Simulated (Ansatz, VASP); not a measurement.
**Two plane-wave programs on MgB2**

File INCAR:

```
PREC = Accurate
ENCUT = 520
EDIFF = 1E-6
ISMEAR = 0
SIGMA = 0.03
LREAL = F
LASPH = T
NELM = 80
ALGO = Normal
ISIF = 2
LWAVE = F
LCHARG = F
GGA = PE
NBANDS = 11
```

Contents of KPOINTS:

```
regular mesh
0
Gamma
  10 10 8
```

POSCAR

```
MgB2
1.0
    3.0850000000      0.0000000000      0.0000000000
   -1.5425000000      2.6716883707      0.0000000000
    0.0000000000      0.0000000000      3.5230000000
Mg B
1 2
Direct
    0.0000000000      0.0000000000      0.0000000000
    0.6666666667      0.3333333333      0.5000000000
    0.3333333333      0.6666666667      0.5000000000
```

File input.yaml:

```yaml
crystal:
  lattice:
    - [3.085, 0.0, 0.0]
    - [-1.5425, 2.6716883707, 0.0]
    - [0.0, 0.0, 3.523]
  atoms:
    - { symbol: Mg, position: [0.0, 0.0, 0.0] }
    - { symbol: B, position: [0.6666666667, 0.3333333333, 0.5] }
    - { symbol: B, position: [0.3333333333, 0.6666666667, 0.5] }
hamiltonian:
  xc: pbe
  pseudopotentials: { kind: paw }
kpoints:
  mp_grid: { grid: [10, 10, 8] }
scf:
  occupations: { method: gaussian, width: 0.03 }
output:
  forces: true
  stress: true
  eigenvalues: true
```

Alike in both runs: task single point; functional PBE; k mesh 10 × 10 × 8; occupations gaussian, width 0.03 eV; no spin polarisation.

|  | VASP | Ansatz |
| --- | --- | --- |
| version | VASP 6.6.1 | Ansatz 0.2.0 |
| potentials or method | VASP PAW PBE potentials, release 64 (Mg, B) | Ansatz PAW |
| plane-wave cutoff (eV) | 520 | 420 |
| valence electrons in the cell | 8 | 16 |

```csv
,VASP,Ansatz,Ansatz less VASP
gap on the k mesh at the Fermi level (eV),none,none,-
pressure (GPa),-1.1,-0.9,+0.25
"traceless stress, the component that is largest in VASP (GPa)",-0.48,-0.38,+0.103
```

A gap of «none» marks a metal or a gap that the smearing closes. VASP's potentials hold 8 valence electrons a cell and Ansatz's 16, so a difference there can come from the potentials and not from the codes.
